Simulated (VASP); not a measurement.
NaF: single point with PBE

Crystal: NaF.

```
Na F
1.0
     0.00000    2.32330    2.32330
     2.32330    0.00000    2.32330
     2.32330    2.32330    0.00000
Na F
1 1
Direct
  0.00000 0.00000 0.00000
  0.53766 0.53766 0.46234
```

This cell differs from its parent crystal: all F atoms moved +0.175 Å, as atom 2 along Cartesian [0 0 1].

| Quantity | Value |
| --- | --- |
| Program | VASP 6.6.1 |
| Task | single point |
| Functional | PBE |
| Potentials or basis | VASP PAW PBE potentials, release 64 (Na_pv, F) |
| Cutoff | 520 eV |
| k mesh | 8 × 8 × 8 |
| Occupations | gaussian, width 0.05 eV |
| Spin | no spin polarisation |
| Dipole correction | no |
| Further INCAR settings | ALGO = Normal; EDIFF = 1e-06; NBANDS = 14 |

| Quantity | Value |
| --- | --- |
| Pressure | 2.5 GPa |
| Largest force | 0.490 eV/Å |
| Band gap on the k mesh | 6.26 eV, direct |

Forces on the atoms (eV/Å):
```
Na   0.000  0.000  0.490
F    0.000  0.000 -0.490
```

Stress tensor (GPa, compression positive):
```
1.32 0.00 0.00
0.00 1.32 0.00
0.00 0.00 4.97
```

Levels at points of the mesh, in eV from the valence-band top:
| k point | band 3 | band 4 | band 5 | band 6 | band 7 | band 8 | band 9 | band 10 | band 11 | band 12 |
| --- | --- | --- | --- | --- | --- | --- | --- | --- | --- | --- |
| (0.00, 0.00, 0.00) | -18.94 | -18.85 | 0.00 | 0.00 | 0.00 | 6.26 | 18.96 | 19.01 | 19.01 | 21.73 |
| (0.50, 0.00, 0.00) | -18.95 | -18.15 | -1.56 | -0.24 | -0.24 | 10.74 | 12.38 | 19.96 | 19.97 | 22.95 |
| (0.50, 0.50, 0.00) | -18.99 | -18.67 | -1.23 | -0.39 | -0.39 | 12.82 | 13.29 | 13.70 | 19.68 | 19.68 |
| (0.00, 0.50, 0.50) | -18.99 | -18.71 | -1.25 | -0.41 | -0.39 | 13.10 | 13.36 | 13.42 | 19.61 | 19.87 |

Run time: 6.8 s on 1 thread of Intel(R) Xeon(R) Platinum 8488C (Sapphire Rapids) (shared host), peak memory 0.14 GiB.

Caveat: the cell differs from its parent crystal (all F atoms moved +0.175 Å, as atom 2 along Cartesian [0 0 1]).
